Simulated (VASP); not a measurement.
Set up this calculation in VASP 6.6.1, as the native input.

| Property | Result |
| --- | --- |
| Task | single point |
| Functional | PBE |
| Potentials or basis | VASP PAW PBE potentials, release 64 (C) |
| Cutoff | 520 eV |
| k mesh | 24 × 24 × 22 |
| Occupations | fermi-dirac, width 0.1 eV |
| Spin | no spin polarisation |
| Dipole correction | no |
| Further INCAR settings | ALGO = Normal; EDIFF = 1e-06; NBANDS = 8 |

The structure of C lies in POSCAR:

```
C
1.0
    1.8644255200      0.0000000000      0.0000000000
   -0.9322127600      1.6146398638      0.0000000000
    0.0000000000      0.0000000000      1.5272833198
C
1
Direct
    0.0000000000      0.0000000000      0.0000000000
```

The input as run:

INCAR

```
SYSTEM = C
ALGO = Normal
EDIFF = 1E-6
ENCUT = 520
GGA = PE
ISIF = 2
ISMEAR = -1
LASPH = .True.
LCHARG = .False.
LREAL = .False.
LWAVE = .False.
NBANDS = 8
NELM = 100
PREC = Accurate
SIGMA = 0.1
```

KPOINTS

```
k-points
0
Gamma
  24 24 22
  0 0 0
```

Potentials or basis: VASP PAW PBE potentials, release 64 (C).

Run with:

```console
$ cat potpaw_PBE.64/C/POTCAR > POTCAR
$ mpirun -np 1 vasp_std > vasp.out
```

Results of the run:

| Item | Value |
| --- | --- |
| Pressure | 96.7 GPa |
| Band gap on the k mesh | zero (band 2 reaches 24.24 eV, above the bottom of band 3 at 4.46 eV) |

It took 18 s on 1 thread of AMD EPYC 7R43 64-Core Processor (Zen 3), with other jobs on the host, peak memory 0.09 GiB.
